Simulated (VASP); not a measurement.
# Bi (Im-3m) in VASP: further runs

Runs on Bi. Level: r2SCAN. Tasks: single point.

All numbers are computed with VASP 6.6.1; they aren't measurements. Logs are shortened: lines on timing, memory, paths and dates and some standing lists are left out, and cuts for length are marked.

## (1) The cell of the first run

Symmetry: Im-3m, No. 229, cubic system. The conventional cell has a = 3.688 Å, b = 3.688 Å, c = 3.688 Å, α = 90.00°, β = 90.00°, γ = 90.00°. Bi (site symmetry m-3m) has 14 Bi at 3.19 to 3.69 Å within 4.2 Å.

## (2) Single point, r2SCAN

Contents of POSCAR:

```
Bi
1.0
   -1.8440261319      1.8440261319      1.8440261319
    1.8440261319     -1.8440261319      1.8440261319
    1.8440261319      1.8440261319     -1.8440261319
Bi
1
Direct
    0.0000000000      0.0000000000      0.0000000000
```

Contents of INCAR.step1:

```
SYSTEM = Bi
  PREC = Accurate
  ENCUT = 520
  ISMEAR = 0
  SIGMA = 0.1
  LREAL = .False.
  LASPH = .True.
  NELM = 100
  NBANDS = 14
  GGA = PE
  ALGO = Normal
  EDIFF = 1E-4
  LWAVE = .True.
  LCHARG = .False.
```

Contents of INCAR.step2:

```
SYSTEM = Bi
  PREC = Accurate
  ENCUT = 520
  EDIFF = 1E-7
  ISMEAR = 0
  SIGMA = 0.1
  LREAL = .False.
  LASPH = .True.
  NELM = 100
  ALGO = Normal
  ISIF = 2
  LWAVE = .False.
  LCHARG = .False.
  METAGGA = R2SCAN
  LMIXTAU = .True.
  NBANDS = 14
  ISTART = 1
```

Contents of KPOINTS:

```
Automatic mesh
0
Gamma
  8 8 8
  0 0 0
```

Potentials or basis: VASP PAW PBE potentials, release 64 (Bi_d).

Started as:

```bash
cat potpaw_PBE.64/Bi_d/POTCAR > POTCAR
cp INCAR.step1 INCAR
mpirun -np 1 vasp_std > vasp.out
cp INCAR.step2 INCAR
mpirun -np 1 vasp_std > vasp.out
```

OUTCAR:

```text
SYSTEM = Bi
   PREC = Accurate
   ENCUT = 520
   EDIFF = 1E-7
   ISMEAR = 0
   LREAL = .False.
   LASPH = .True.
   NELM = 100
   ISIF = 2
   METAGGA = R2SCAN
   ISTART = 1

 ion  position               nearest neighbor table
   1  0.000  0.000  0.000-

  LATTYP: Found a body centered cubic cell.
 ALAT       =     3.6880522638

  Lattice vectors:

 A1 = (  -1.8440261319,   1.8440261319,   1.8440261319)
 A2 = (   1.8440261319,  -1.8440261319,   1.8440261319)
 A3 = (   1.8440261319,   1.8440261319,  -1.8440261319)

Analysis of symmetry for initial positions (statically):
=====================================================================
 Subroutine PRICEL returns:
 Original cell was already a primitive cell.

 Routine SETGRP: Setting up the symmetry group for a
 body centered cubic supercell.

 Subroutine GETGRP returns: Found 48 space group operations
 (whereof 48 operations were pure point group operations)
 out of a pool of 48 trial point group operations.

The static configuration has the point symmetry O_h .

Analysis of symmetry for dynamics (positions and initial velocities):
=====================================================================
 Subroutine PRICEL returns:
 Original cell was already a primitive cell.

 Routine SETGRP: Setting up the symmetry group for a
 body centered cubic supercell.

 Subroutine GETGRP returns: Found 48 space group operations
 (whereof 48 operations were pure point group operations)
 out of a pool of 48 trial point group operations.

The dynamic configuration has the point symmetry O_h .

 Subroutine INISYM returns: Found 48 space group operations
 (whereof 48 operations are pure point group operations),
 and found     1 'primitive' translations

----------------------------------------------------------------------------------------

                                     Primitive cell

  volume of cell :      25.0819

  direct lattice vectors                    reciprocal lattice vectors
    -1.844026132  1.844026132  1.844026132     0.000000000  0.271145832  0.271145832
     1.844026132 -1.844026132  1.844026132     0.271145832  0.000000000  0.271145832
     1.844026132  1.844026132 -1.844026132     0.271145832  0.271145832  0.000000000

  length of vectors
     3.193946951  3.193946951  3.193946951     0.383458113  0.383458113  0.383458113

  position of ions in fractional coordinates (direct lattice)
     0.000000000  0.000000000  0.000000000

  ion indices of the primitive-cell ions
   primitive index   ion index
                 1           1

----------------------------------------------------------------------------------------

 KPOINTS: Automatic mesh

Automatic generation of k-mesh.
 Grid dimensions read from file:
 generate k-points for:    8    8    8

 Generating k-lattice:

  Cartesian coordinates                     Fractional coordinates (reciprocal lattice)
     0.000000000  0.033893229  0.033893229     0.125000000  0.000000000  0.000000000
     0.033893229  0.000000000  0.033893229     0.000000000  0.125000000  0.000000000
     0.033893229  0.033893229  0.000000000     0.000000000  0.000000000  0.125000000

  Length of vectors
     0.047932264  0.047932264  0.047932264

  Shift w.r.t. Gamma in fractional coordinates (k-lattice)
     0.000000000  0.000000000  0.000000000

 Subroutine IBZKPT returns following result:
 ===========================================

 Found     29 irreducible k-points:

 Following reciprocal coordinates:
            Coordinates               Weight
  0.000000  0.000000  0.000000      1.000000
  0.125000  0.000000  0.000000     12.000000
  0.250000  0.000000  0.000000     12.000000
  0.375000  0.000000  0.000000     12.000000
  0.500000  0.000000  0.000000      6.000000
  0.125000  0.125000  0.000000     24.000000
[... 16 lines left out ...]
 -0.250000  0.250000  0.250000      6.000000
 -0.375000  0.375000  0.250000     24.000000
 [... further k-points ...]
   k-points           NKPTS =     29   k-points in BZ     NKDIM =     29   number of bands    NBANDS=     14
   number of dos      NEDOS =    301   number of ions     NIONS =      1
   total plane-waves  NPLWV =  13824
   dimension x,y,z NGX =    24 NGY =   24 NGZ =   24
   dimension x,y,z NGXF=    48 NGYF=   48 NGZF=   48
   ions per type =               1
   NGX,Y,Z   is equivalent  to a cutoff of  12.49, 12.49, 12.49 a.u.
   NGXF,Y,Z  is equivalent  to a cutoff of  24.98, 24.98, 24.98 a.u.
 SYSTEM =  Bi
   PREC   = accura    normal or accurate (medium, high low for compatibility)
   ISTART =      1    job   : 0-new  1-cont  2-samecut
   ICHARG =      0    charge: 1-file 2-atom 10-const
   ISPIN  =      1    spin polarized calculation?
   LNONCOLLINEAR =      F non collinear calculations
   LSORBIT =      F    spin-orbit coupling
   LASPH  =      T    aspherical Exc in radial PAW
   ENCUT  =  520.0 eV  38.22 Ry    6.18 a.u.   5.94  5.94  5.94*2*pi/ulx,y,z
   NELM   =    100;   NELMIN=  2; NELMDL=  0     # of ELM steps
   EDIFF  = 0.1E-06   stopping-criterion for ELM
   LREAL  =      F    real-space projection
   EDIFFG = 0.1E-05   stopping-criterion for IOM
   NSW    =      0    number of steps for IOM
   IBRION =     -1    ionic relax: 0-MD 1-quasi-New 2-CG
   NFREE  =      0    steps in history (QN), initial steepest desc. (CG)
   ISIF   =      2    stress and relaxation
   ISYM   =      2    0-nonsym 1-usesym 2-fastsym
   POTIM  = 0.5000    time-step for ionic-motion
   TEBEG  =    0.0;   TEEND  =   0.0 temperature during run
   PSTRESS=    0.0 pullay stress
   NELECT =      15.0000    total number of electrons
   NUPDOWN=      -1.0000    fix difference up-down
   EMIN   =  10.00;   EMAX   =-10.00  energy-range for DOS
   EFERMI =   0.00;   METHOD = LEGACY
   ISMEAR =     0;   SIGMA  =   0.10  broadening in eV -4-tet -1-fermi 0-gaus
   EFERMI_NEDOS =   21; number of points for ismear=-14 and -15
   IALGO  =     38    algorithm
   IMIX   =      4    mixing-type and parameters
     AMIX     =   0.40;   BMIX     =  1.00
     AMIX_MAG =   1.60;   BMIX_MAG =  1.00
  volume/ion in A,a.u.               =      25.08       169.26
  Fermi-wavevector in a.u.,A,eV,Ry     =   1.379277  2.606456 25.883795  1.902405
  Thomas-Fermi vector in A             =   2.504261
   LORBIT       =      0    0 simple, 1 ext, 2 COOP (PROOUT), +10 PAW based schemes
   METAGGA = R2SCAN    functional components
   LHFCALC =     F    Hartree Fock is set to
   AEXX    =    0.0000 exact exchange contribution
   IVDW    =     0    specifies the selected vdW correction
   LEPSILON=     F    determine dielectric tensor
   LRPA    =     F    only Hartree local field effects (RPA)
 non-spin polarized calculation
 Gauss-broadening in eV      SIGMA  =   0.10
  energy-cutoff  :      520.00
  volume of cell :       25.08
 maximum number of plane-waves:       691
   NGX = 11   NGY = 11   NGZ = 11

 number of electron      14.9999999 magnetization

 Free energy of the ion-electron system (eV)
  ---------------------------------------------------
  ext. energy  EPLUGINS =         0.00000000
  ---------------------------------------------------
  free energy    TOTEN  =       -57.93384552 eV

  energy without entropy =      -57.93021821  energy(sigma->0) =      -57.93203187

 E-fermi :  10.7511     XC(G=0): -12.2819

 val. band max:       10.6491252278   @ k =   0.2500   0.2500   0.1250
 cond. band min:      10.7595311606   @ k =  -0.2500   0.3750   0.1250
 fundamental gap:      0.1104059328
 Fermi energy:        10.7511213897

 k-point     1 :       0.0000    0.0000    0.0000
  band No.  band energies     occupation
      1     -13.1914      2.00000
      2     -13.1914      2.00000
      3     -13.1914      2.00000
      4     -12.9108      2.00000
      5     -12.9108      2.00000
      6      -5.0969      2.00000
      7      18.0248      0.00000
      8      18.0248      0.00000
      9      18.0248      0.00000
     10      22.0418      0.00000
     11      22.0418      0.00000
     12      22.0418      0.00000
     13      24.2735      0.00000
     14      24.6053      0.00000

 k-point     2 :       0.1250    0.0000    0.0000
  band No.  band energies     occupation
      1     -13.2053      2.00000
      2     -13.1730      2.00000
      3     -13.1270      2.00000
      4     -12.9259      2.00000
      5     -12.9129      2.00000
      6      -4.7114      2.00000
      7      14.9591      0.00000
      8      16.8225      0.00000
      9      17.5407      0.00000
     10      20.5920      0.00000
     11      21.2573      0.00000
     12      21.9337      0.00000
     13      24.8681      0.00000
     14      25.9811      0.00000

 k-point     3 :       0.2500    0.0000    0.0000
  band No.  band energies     occupation
      1     -13.2386      2.00000
      2     -13.1472      2.00000
      3     -12.9682      2.00000
      4     -12.9486      2.00000
      5     -12.9179      2.00000
      6      -3.5626      2.00000
      7      10.3167      2.00000
      8      14.8501      0.00000
      9      16.4289      0.00000
     10      19.2905      0.00000
     11      20.2871      0.00000
     12      22.7407      0.00000
     13      25.2930      0.00000
     14      28.6760      0.00000
[... 324 lines left out ...]
 k-point    23 :      -0.2500    0.2500    0.2500
  band No.  band energies     occupation
      1     -13.0716      2.00000
      2     -13.0218      2.00000
      3     -13.0218      2.00000
      4     -12.9848      2.00000
      5     -12.9816      2.00000
      6      -2.0780      2.00000
      7      10.5306      1.99818
      8      11.8708      0.00000
      9      11.8708      0.00000
     10      16.6901      0.00000
     11      24.7467      0.00000
     12      24.7467      0.00000
     13      25.1839      0.00000
     14      25.5116      0.00000

 k-point    24 :      -0.3750    0.3750    0.2500
  band No.  band energies     occupation
      1     -13.1281      2.00000
      2     -13.0524      2.00000
      3     -13.0290      2.00000
      4     -12.9407      2.00000
      5     -12.8290      2.00000
      6      -0.3846      2.00000
      7       7.5654      2.00000
      8      10.5484      1.99585
      9      11.6391      0.00000
     10      16.7362      0.00000
     11      21.7247      0.00000
     12      24.2760      0.00000
     13      24.6616      0.00000
     14      28.5710      0.00000

 [... further k-points ...]
[... 5 lines left out ...]
  --------------------------------------------------------------------------------------
  -------------------------------------------------------------------------------------
  Total        3.1665723      3.1665723      3.1665723      0.0000000     -0.0000000      0.0000000
  in kB      202.2734082    202.2734082    202.2734082      0.0000000     -0.0000000      0.0000000
  external PRESSURE =     202.2734082 kB  Pullay stress =       0.0000000 kB

 VOLUME and BASIS-vectors are now :
 -----------------------------------------------------------------------------
  energy-cutoff  :      520.00
  volume of cell :       25.08
      direct lattice vectors                 reciprocal lattice vectors
    -1.844026132  1.844026132  1.844026132     0.000000000  0.271145832  0.271145832
     1.844026132 -1.844026132  1.844026132     0.271145832  0.000000000  0.271145832
     1.844026132  1.844026132 -1.844026132     0.271145832  0.271145832  0.000000000

 POSITION                                       TOTAL-FORCE (eV/Angst)
 -----------------------------------------------------------------------------------
      0.00000      0.00000      0.00000        -0.000000      0.000000     -0.000000
 -----------------------------------------------------------------------------------
    total drift:                                0.000000      0.000000      0.000000

  FREE ENERGIE OF THE ION-ELECTRON SYSTEM (eV)
  ---------------------------------------------------
  free  energy   TOTEN  =       -57.9338455189 eV

  energy  without entropy=      -57.9302182116  energy(sigma->0) =      -57.93203187
```

It took 18 s on 1 thread of Intel Xeon 6975P-C (Granite Rapids), shared host; peak memory 0.14 GiB.

Results:

```yaml
Free_energy: -57.9338 eV
Pressure: 20.2 GPa
```

Caveat: the PAW data sets were made with another functional, which shifts forces and pressure a little; spin-orbit coupling is left out, which moves the levels of the heavy elements.

## (3) Single point, r2SCAN

This run uses another cell than the first one, of 27.27 Å³/atom, 1.087 times its volume.

Contents of POSCAR:

```
Bi
1.0
   -1.8962186621      1.8962186621      1.8962186621
    1.8962186621     -1.8962186621      1.8962186621
    1.8962186621      1.8962186621     -1.8962186621
Bi
1
Direct
    0.0000000000      0.0000000000      0.0000000000
```

Contents of INCAR.step1:

```
PREC     = Accurate       # precision mode
ENCUT    = 520            # plane-wave cutoff, eV
ISMEAR   = 0              # smearing method
SIGMA    = 0.1            # smearing width, eV
LREAL    = False          # projectors in reciprocal space
LASPH    = True           # aspherical terms in the spheres
NELM     = 100            # most SCF steps
NBANDS   = 14             # bands
GGA      = PE             # functional
ALGO     = Normal         # electronic algorithm
EDIFF    = 1E-4           # SCF threshold, eV
LWAVE    = True           # write WAVECAR
LCHARG   = False          # write CHGCAR
```

Contents of INCAR.step2:

```
PREC     = Accurate       # precision mode
ENCUT    = 520            # plane-wave cutoff, eV
EDIFF    = 1E-7           # SCF threshold, eV
ISMEAR   = 0              # smearing method
SIGMA    = 0.1            # smearing width, eV
LREAL    = False          # projectors in reciprocal space
LASPH    = True           # aspherical terms in the spheres
NELM     = 100            # most SCF steps
ALGO     = Normal         # electronic algorithm
ISIF     = 2              # what is computed and relaxed
LWAVE    = False          # write WAVECAR
LCHARG   = False          # write CHGCAR
METAGGA  = R2SCAN         # meta-GGA
LMIXTAU  = True         
NBANDS   = 14             # bands
ISTART   = 1
```

Contents of KPOINTS:

```
Automatic mesh
0
Gamma
  8 8 8
```

Potentials or basis: VASP PAW PBE potentials, release 64 (Bi_d).

Started as:

```bash
cat potpaw_PBE.64/Bi_d/POTCAR > POTCAR
cp INCAR.step1 INCAR
mpirun -np 1 vasp_std > vasp.out
cp INCAR.step2 INCAR
mpirun -np 1 vasp_std > vasp.out
```

Wall time 16 s (1 thread of Intel Xeon 6975P-C (Granite Rapids), shared host); peak memory 0.14 GiB.

The run converged. Its results:

* Free energy: -58.1375 eV
* Pressure: 10.1 GPa

Levels at points of the mesh, in eV from the Fermi level:
| k point | band 6 | band 7 | band 8 | band 9 | band 10 | band 11 |
| --- | --- | --- | --- | --- | --- | --- |
| (0.00, 0.00, 0.00) | -15.14 | 6.45 | 6.45 | 6.45 | 11.30 | 11.30 |
| (0.50, 0.00, 0.00) | -11.04 | -6.13 | 1.88 | 4.14 | 7.13 | 8.40 |
| (0.50, 0.50, 0.50) | -8.04 | -2.27 | -2.27 | -2.27 | 3.89 | 3.89 |

Caveat: the PAW data sets were made with another functional, which shifts forces and pressure a little; spin-orbit coupling is left out, which moves the levels of the heavy elements.

## (4) Single point, r2SCAN

Contents of POSCAR:

```
Bi
1.0
   -1.8433290618      1.8433290618      1.8433290618
    1.8433290618     -1.8433290618      1.8433290618
    1.8433290618      1.8433290618     -1.8433290618
Bi
1
Direct
    0.0000000000      0.0000000000      0.0000000000
```

Contents of INCAR.step1:

```
SYSTEM = Bi
ALGO     = Normal         ! electronic algorithm
EDIFF    = 1E-4           ! SCF threshold, eV
ENCUT    = 520            ! plane-wave cutoff, eV
GGA      = PE             ! functional
ISMEAR   = -1             ! smearing method
LASPH    = .True.         ! aspherical terms in the spheres
LCHARG   = .False.        ! write CHGCAR
LREAL    = .False.        ! projectors in reciprocal space
LWAVE    = .True.         ! write WAVECAR
NBANDS   = 14             ! bands
NELM     = 60             ! most SCF steps
PREC     = Accurate       ! precision mode
SIGMA    = 0.1            ! smearing width, eV
```

Contents of INCAR.step2:

```
SYSTEM = Bi
ALGO     = Normal         ! electronic algorithm
EDIFF    = 1E-6           ! SCF threshold, eV
ENCUT    = 520            ! plane-wave cutoff, eV
ISIF     = 2              ! what is computed and relaxed
ISMEAR   = -1             ! smearing method
ISTART   = 1            
LASPH    = .True.         ! aspherical terms in the spheres
LCHARG   = .False.        ! write CHGCAR
LMIXTAU  = .True.       
LREAL    = .False.        ! projectors in reciprocal space
LWAVE    = .False.        ! write WAVECAR
METAGGA  = R2SCAN         ! meta-GGA
NBANDS   = 14             ! bands
NELM     = 60             ! most SCF steps
PREC     = Accurate       ! precision mode
SIGMA    = 0.1            ! smearing width, eV
```

Contents of KPOINTS:

```
k-points
0
Gamma
  16 16 16
  0 0 0
```

Started as:

```bash
cat potpaw_PBE.64/Bi_d/POTCAR > POTCAR
cp INCAR.step1 INCAR
mpirun -np 1 vasp_std > vasp.out
cp INCAR.step2 INCAR
mpirun -np 1 vasp_std > vasp.out
```

Wall time 62 s (1 thread of Intel Xeon 6975P-C (Granite Rapids), shared host); peak memory 0.17 GiB.

Results (log left out):

```
Free energy : -57.9659 eV
Pressure    : 20.2 GPa
```

Levels at points of the mesh, in eV from the Fermi level:
```csv
k point,band 5,band 6,band 7,band 8,band 9,band 10,band 11,band 12
"(0.00, 0.00, 0.00)",-23.74,-15.93,7.21,7.21,7.21,11.21,11.21,11.21
"(0.50, 0.00, 0.00)",-23.56,-11.21,-6.76,2.05,4.33,7.51,8.66,14.75
"(0.50, 0.50, 0.50)",-23.60,-7.68,-2.53,-2.53,-2.53,3.79,3.79,16.82
```

Caveat: the PAW data sets were made with another functional, which shifts forces and pressure a little; spin-orbit coupling is left out, which moves the levels of the heavy elements.

## (5) Overview

| cell | k mesh | smearing | gap on the mesh (eV) | pressure (GPa) |
| --- | --- | --- | --- | --- |
| a = 3.194 Å, angles 109.5°, 1 atom | 8 × 8 × 8 | gaussian 0.1 eV | none | 20.2 |
| a = 3.284 Å, angles 109.5°, 1 atom | 8 × 8 × 8 | gaussian 0.1 eV | none | 10.1 |
| a = 3.193 Å, angles 109.5°, 1 atom | 16 × 16 × 16 | fermi-dirac 0.1 eV | none | 20.2 |

Alike in all rows: task single point; level r2SCAN; potentials or basis VASP PAW PBE potentials, release 64 (Bi_d); no spin polarisation; cutoff (eV) 520.

Caveats: the PAW data sets were made with another functional, which shifts forces and pressure a little; spin-orbit coupling is left out, which moves the levels of the heavy elements.

Total energies depend on the potentials used, so only differences within one code and one set of settings carry meaning.
